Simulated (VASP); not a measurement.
Crystal: MgB2.

```
Mg B
1.0
     3.12560    0.00000    0.00000
    -1.56280    2.70685    0.00000
     0.00000    0.00000    3.56936
Mg B
1 2
Cartesian
  0.0000 0.0000 0.0000
  1.5628 0.9023 1.7847
  0.0000 1.8046 1.7847
```

This cell differs from its parent crystal: volume scaled by 1.04.

Base run:

```yaml
Program: VASP 6.6.1
Functional: PBEsol
Potentials_or_basis: VASP PAW PBE potentials, release 64 (Mg, B)
Cutoff: 520 eV
k_mesh: 10 × 10 × 8
Occupations: fermi-dirac, width 0.05 eV
Spin: no spin polarisation
```

Its results: band gap on the k mesh zero (band 4 reaches 6.05 eV, above the bottom of band 5 at 3.64 eV); pressure -8.3 GPa.

Problem. The run is repeated on the same cell with these changes: functional from PBEsol to PBE. What comes out?

Solution. Band gap on the k mesh zero (band 4 reaches 6.10 eV, above the bottom of band 5 at 3.72 eV); pressure -6.6 GPa.

PBE binds less tightly than PBEsol, so the same cell stands under more pressure.

Caveats: the PAW data sets were made with another functional, which shifts forces and pressure a little (some runs).
